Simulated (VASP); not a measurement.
Runs of VASP 6.6.1 on NaH. The structure is that of space group Fm-3m (No. 225), or close to it. The cells are those of the table. 

| task | level | potentials or basis | cell | cutoff (eV) | k mesh for the DOS | occupations for the DOS | gap on the mesh (eV) | pressure (GPa) |
| --- | --- | --- | --- | --- | --- | --- | --- | --- |
| single point | PBE | VASP PAW PBE potentials, release 64 (Na_pv, H) | a = 3.346 Å, angles 60.0°, 2 atoms | 500 | - | - | (d) | 1.6 |
| relaxation of cell and atoms | PBE | VASP PAW PBE potentials, release 64 (Na_pv, H) | relaxed from a = 3.407 Å, angles 60.0°, 2 atoms | 500 | - | - | 3.77 | 0.1 |
| single point | PBE | VASP PAW PBE potentials, release 64 (Na_pv, H) | a = 3.449 Å, angles 60.0°, 2 atoms | 500 | - | - | (a) | -0.7 |
| single point | PBE | VASP PAW PBE potentials, release 64 (Na_pv, H) | a = 3.310 Å, angles 60.0°, 2 atoms | 500 | - | - | 3.92 | 2.6 |
| single point | PBE | VASP PAW PBE potentials, release 64 (Na_pv, H) | a = 3.526 Å, angles 60.0°, 2 atoms | 500 | - | - | 3.61 | (c) |
| single point | PBE | VASP PAW PBE potentials, release 64 (Na_pv, H) | a = 3.273 Å, angles 60.0°, 2 atoms | 500 | - | - | 3.98 | 3.8 |
| single point | PBE | VASP PAW PBE potentials, release 64 (Na_pv, H) | a = 3.415 Å, angles 60.0°, 2 atoms | 500 | - | - | 3.76 | 0.0 |
| single point | PBE | VASP PAW PBE potentials, release 64 (Na_pv, H) | a = 3.381 Å, angles 60.0°, 2 atoms | 500 | - | - | 3.81 | 0.7 |
| single point | PBE | VASP PAW PBE potentials, release 64 (Na_pv, H) | a = 3.482 Å, angles 60.0°, 2 atoms | 500 | - | - | (b) | -1.3 |

Alike in all rows: no spin polarisation; k mesh 8 × 8 × 8; smearing gaussian 0.02 eV.

Estimate the missing entries.

(a) 3.71; (b) 3.67; (c) -1.9; (d) 3.87.

A k mesh can miss the band edges.
